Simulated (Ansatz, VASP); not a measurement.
**Two plane-wave programs on BaAl2B4**

```
CELL_PARAMETERS angstrom
2.30980 -7.28942 0.00000
2.30980 7.28942 0.00000
0.00000 0.00000 3.12501
ATOMIC_POSITIONS crystal
Ba 0.00000 0.00000 0.00000
Al 0.66974 0.33026 0.50000
Al 0.33026 0.66974 0.50000
B 0.82515 0.17485 0.50000
B 0.17485 0.82515 0.50000
B 0.78992 0.21008 0.00000
B 0.21008 0.78992 0.00000
```

Change from the starting cell: species swapped into the PrRe4Si2 type (Cmmm, No. 65).

Alike in both runs: functional PBE; k mesh 10 × 10 × 12; occupations gaussian, width 0.1 eV; no spin polarisation.

Ansatz relaxed the structure, and its values are those at the end. VASP's run is a single point on that final structure, the one shown.

|  | VASP | Ansatz |
| --- | --- | --- |
| version | VASP 6.6.1 | Ansatz 0.2.0 |
| potentials or method | VASP PAW PBE potentials, release 64 (Ba_sv, Al, B), cutoff 520 eV | scalar-relativistic, plane waves, PAW |
| valence electrons in the cell | 28 | 28 |

Ansatz gave:

* gap on the k mesh at the Fermi level (eV): none
* pressure (GPa): 0.0
* rms of the force components (eV/Å): 0.001

Question: Which values does VASP return?

Answer: gap on the k mesh at the Fermi level (eV): none; pressure (GPa): 0.8; rms of the force components (eV/Å): 0.027.

A gap of «none» marks a metal or a gap that the smearing closes. With one functional, cell and mesh, what is left measures potentials, basis and numerics.

Neither program's run includes spin-orbit coupling.
